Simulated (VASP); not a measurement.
F: single point with PBEsol

Crystal: F.

```
CELL_PARAMETERS angstrom
3.10048 -1.78195 -0.23914
3.10048 1.78195 -0.23914
-2.33133 0.00000 7.13624
ATOMIC_POSITIONS crystal
F 0.08485 0.08485 0.07402
F 0.91515 0.91515 0.92598
F 0.50157 0.50157 0.59372
F 0.49843 0.49843 0.40628
```

This cell differs from its parent crystal: atoms shifted along a free coordinate.

```yaml
Program: VASP 6.6.1
Task: single point
Functional: PBEsol
Potentials_or_basis: VASP PAW PBE potentials, release 64 (F)
Cutoff: 520 eV
k_mesh: 4 × 4 × 2
Occupations: gaussian, width 0.05 eV
Spin: no spin polarisation
```

```yaml
Pressure: 12.7 GPa
Largest_force: 15.252 eV/Å
Band_gap_on_the_k_mesh: 2.51 eV (least direct gap 2.57 eV)
```

Forces in eV/Å, atoms in the order of the input:
```
F     8.909   0.000  12.380
F    -8.909   0.000 -12.380
F    -0.154   0.000   0.387
F     0.154   0.000  -0.387
```

Stress tensor (GPa, compression positive):
```
12.85  0.00 17.93
 0.00 -0.54  0.00
17.93  0.00 25.87
```

Levels at points of the mesh, in eV from the valence-band top:
```tsv
k point	band 11	band 12	band 13	band 14	band 15	band 16	band 17	band 18
(0.00, 0.00, 0.00)	-1.05	-0.96	-0.22	-0.06	2.51	6.92	7.69	10.26
(0.50, 0.00, 0.00)	-1.15	-1.05	-0.25	-0.10	2.62	7.07	11.50	11.54
(0.50, 0.50, 0.00)	-1.09	-0.98	-0.07	0.00	2.59	6.99	11.82	11.91
(0.00, 0.00, 0.50)	-1.06	-0.96	-0.22	-0.06	2.53	6.64	8.54	8.97
(0.50, 0.00, 0.50)	-1.17	-1.04	-0.25	-0.07	2.60	7.10	11.28	12.25
(0.50, 0.50, 0.50)	-1.12	-0.97	-0.09	-0.01	2.61	7.00	11.51	11.55
```

Run time: 65 s on 1 thread of AMD EPYC 7571, with other jobs on the host, peak memory 0.15 GiB.

Caveat: the k points lie up to 0.52 Å⁻¹ apart; the cell differs from its parent crystal (atoms shifted along a free coordinate); the standard files for N, O and F lose accuracy on very short bonds; the PAW data sets were made with another functional, which shifts forces and pressure a little. A k mesh can miss the band edges.
